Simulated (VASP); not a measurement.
Here is a VASP 6.6.1 calculation.

INCAR

```
SYSTEM = Ga3Sb2As
PREC = Accurate ; ENCUT = 600
EDIFF = 1E-6 ; ISMEAR = 0
SIGMA = 0.1 ; LREAL = .False.
LASPH = .True. ; NELM = 100
ALGO = Normal ; ISIF = 3
LWAVE = .False. ; LCHARG = .False.
GGA = PE ; IBRION = 2
NSW = 90 ; EDIFFG = -0.04
```

KPOINTS

```
Automatic mesh
0
Gamma
  6 6 6
  0 0 0
```

File POSCAR:

```
Ga3Sb2As
1.0
   -2.0191846700      2.0191846700      8.5666750300
    2.0191846700     -2.0191846700      8.5666750300
    2.0191846700      2.0191846700     -8.5666750300
Ga Sb As
3 2 1
Direct
    0.8333333300      0.8333333300      0.0000000000
    0.5000000000      0.5000000000      0.0000000000
    0.1666666700      0.1666666700      0.0000000000
    0.5833333300      0.0833333300      0.5000000000
    0.9166666700      0.4166666700      0.5000000000
    0.2500000000      0.7500000000      0.5000000000
```

Potentials or basis: VASP PAW PBE potentials, release 64 (Ga_d, Sb, As).

The run is started by

```console
$ cat potpaw_PBE.64/Ga_d/POTCAR potpaw_PBE.64/Sb/POTCAR potpaw_PBE.64/As/POTCAR > POTCAR
$ mpirun -np 1 vasp_std > vasp.out
```

(1) Predict the relaxed volume.

(2) Estimate the space group after relaxing (to 0.1 Å).

(3) Predict the relaxed cell.

Results:

(1) 27.95 Å³/atom.

(2) I-4m2 (No. 119).

(3) a = 9.567 Å, b = 9.567 Å, c = 9.567 Å, α = 154.03°, β = 154.03°, γ = 37.06°.

Caveat: the volume moved by over 15 % at a fixed basis, so the end points are rough.
